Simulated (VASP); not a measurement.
Wanted: the native input for a VASP 6.6.1 run.

```yaml
Task: single point
Functional: LDA
Potentials_or_basis: VASP PAW LDA potentials, release 64 (Pd, I)
Cutoff: 520 eV
k_mesh: 13 × 13 × 11
Occupations: fermi-dirac, width 0.1 eV
Spin: no spin polarisation
Dipole_correction: no
Further_INCAR_settings: ALGO = Normal; EDIFF = 1e-07; NBANDS = 16
```

The structure of PdI (WC type) lies in POSCAR:

```
PdI
1.0
    3.6482240574      0.0000000000      0.0000000000
   -1.8241120287      3.1594547124      0.0000000000
    0.0000000000      0.0000000000      3.5551657760
Pd I
1 1
Direct
    0.0000000000      0.0000000000      0.0000000000
    0.3333333333      0.6666666667      0.5000000000
```

One way to write it, as run:

INCAR

```
  ALGO = Normal
  EDIFF = 1E-7
  ENCUT = 520
  ISIF = 2
  ISMEAR = -1
  LASPH = True
  LCHARG = True
  LELF = True
  LREAL = False
  LVHAR = True
  LWAVE = False
  NBANDS = 16
  NELM = 100
  PREC = Accurate
  SIGMA = 0.1
```

KPOINTS

```
k-points
0
Gamma
  13 13 11
```

Potentials or basis: VASP PAW LDA potentials, release 64 (Pd, I).

Run with:

```console
$ cat potpaw_LDA.64/Pd/POTCAR potpaw_LDA.64/I/POTCAR > POTCAR
$ mpirun -np 1 vasp_std > vasp.out
```

It gave:

The pressure is 9.3 GPa.

Caveat: an odd number of electrons without spin polarisation forces a metal; a magnetic or distorted state may lie lower.

It took 26 s on 1 thread of Intel(R) Xeon(R) 6975P-C (Granite Rapids) (shared host), peak memory 0.21 GiB.
